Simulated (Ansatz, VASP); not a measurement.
## Two plane-wave programs on BeS

```
CELL_PARAMETERS angstrom
0.00000 2.35543 2.43431
2.35543 0.00000 2.43431
2.35543 2.35543 0.00000
ATOMIC_POSITIONS crystal
Be 0.00000 0.00000 0.00000
S 0.25000 0.25000 0.25000
```

Change from the starting cell: biaxial_xy strain -3.2%.

Alike in both runs: task single point; functional HSE06; k mesh 6 × 6 × 6; no spin polarisation.

|  | VASP | Ansatz |
| --- | --- | --- |
| version | VASP 6.6.1 | Ansatz 0.2.0 |
| potentials or method | VASP PAW PBE potentials, release 64 (Be, S) | plane waves, PAW |
| plane-wave cutoff (eV) | 520 | 420 |
| occupations | gaussian, width 0.01 eV | fixed |
| valence electrons in the cell | 8 | 8 |

VASP gave:

```
gap on the k mesh at the Fermi level (eV)                     : 3.76
pressure (GPa)                                                : 6.0
traceless stress, the component that is largest in VASP (GPa) : -2.48
```

Question: What did Ansatz give for the same quantities?

Answer: gap on the k mesh at the Fermi level (eV): 3.77; pressure (GPa): 6.2; traceless stress, the component that is largest in VASP (GPa): -2.49.

Ansatz's warnings: stress exchange threshold loose, stress scf threshold loose.
